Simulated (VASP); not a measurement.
## Al: single point with PBE

The system is Al.

```
Al
1.0
    -1.61751    1.61751    1.61751
     1.61751   -1.61751    1.61751
     3.23502    3.23502    0.00000
Al
2
Direct
  0.05426 0.90772 0.00000
  0.44574 0.59228 0.50000
```

This cell differs from its parent crystal: mode 1 frozen in at -0.335 Å and mode 5 at -0.061 Å (largest displacements).

| Property | Result |
| --- | --- |
| Program | VASP 6.6.1 |
| Task | single point |
| Functional | PBE |
| Potentials or basis | VASP PAW PBE potentials, release 64 (Al) |
| Cutoff | 520 eV |
| k mesh | 20 × 20 × 12 |
| Occupations | gaussian, width 0.15 eV |
| Spin | no spin polarisation |
| Dipole correction | no |
| Further INCAR settings | ALGO = Fast; EDIFF = 1e-06; NBANDS = 10 |

The pressure is 0.4 GPa, the largest force is 0.140 eV/Å and the band gap on the k mesh is zero (band 3 reaches 12.69 eV, above the bottom of band 4 at 3.95 eV).

Forces on the atoms (eV/Å):
```
Al   0.013 -0.013  0.139
Al  -0.013  0.013 -0.139
```

Stress tensor (GPa, compression positive):
```
 1.68 -0.94 -0.05
-0.94  1.68  0.05
-0.05  0.05 -2.00
```

Levels at points of the mesh, in eV from the Fermi level:
```
           k point  band 1  band 2  band 3  band 4  band 5  band 6  band 7
(0.00, 0.00, 0.00)  -10.93   -4.22   -3.79    8.07    8.23    9.50   10.70
(0.50, 0.00, 0.00)   -5.90   -5.53    0.33    1.13    1.20    1.39    7.21
(0.00, 0.50, 0.00)   -6.02   -5.40    0.05    1.10    1.46    1.50    7.17
(0.50, 0.50, 0.00)   -4.19   -3.91    1.91    2.09    2.45    2.53    3.05
(0.00, 0.00, 0.50)   -9.17   -9.17    4.22    4.22    9.32    9.32   10.11
(0.50, 0.00, 0.50)   -4.27   -4.27   -3.74   -3.74    8.13    8.13    8.59
(0.00, 0.50, 0.50)   -4.35   -4.35   -3.67   -3.67    8.30    8.30    8.37
(0.50, 0.50, 0.50)   -2.85   -2.85   -1.76   -1.76    3.46    3.46    5.30
```

Wall time 13 min on 1 thread of AMD EPYC 7R13 (shared host), peak memory 0.44 GiB.

Caveat: the cell differs from its parent crystal (mode 1 frozen in at -0.335 Å and mode 5 at -0.061 Å (largest displacements)).
